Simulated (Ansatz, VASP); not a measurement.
# Two plane-wave programs on Sr

```
CELL_PARAMETERS angstrom
-2.42500 2.06125 2.42500
2.42500 -2.06125 2.42500
2.42500 2.06125 -2.42500
ATOMIC_POSITIONS crystal
Sr 0.00000 0.00000 0.00000
```

Change from the starting cell: strain -0.1500 x Voigt [0, 1, 0, 0, 0, 0], atoms carried along.

Alike in both runs: task single point; functional r2SCAN; k mesh 14 × 14 × 14; occupations gaussian, width 0.15 eV; no spin polarisation.

|  | VASP | Ansatz |
| --- | --- | --- |
| version | VASP 6.6.1 | Ansatz 0.2.0 |
| potentials or method | VASP PAW PBE potentials, release 64 (Sr_sv), cutoff 520 eV | scalar-relativistic, plane waves, PAW |
| valence electrons in the cell | 10 | 10 |

VASP gave:

```
gap on the k mesh at the Fermi level (eV)                     : none
pressure (GPa)                                                : 2.2
traceless stress, the component that is largest in VASP (GPa) : 1.12
```

Task: What did Ansatz give for the same quantities?

Result: gap on the k mesh at the Fermi level (eV): none; pressure (GPa): 2.2; traceless stress, the component that is largest in VASP (GPa): 1.11.

VASP's potentials were made for PBE, not for r2SCAN. A gap of «none» marks a metal or a gap that the smearing closes.
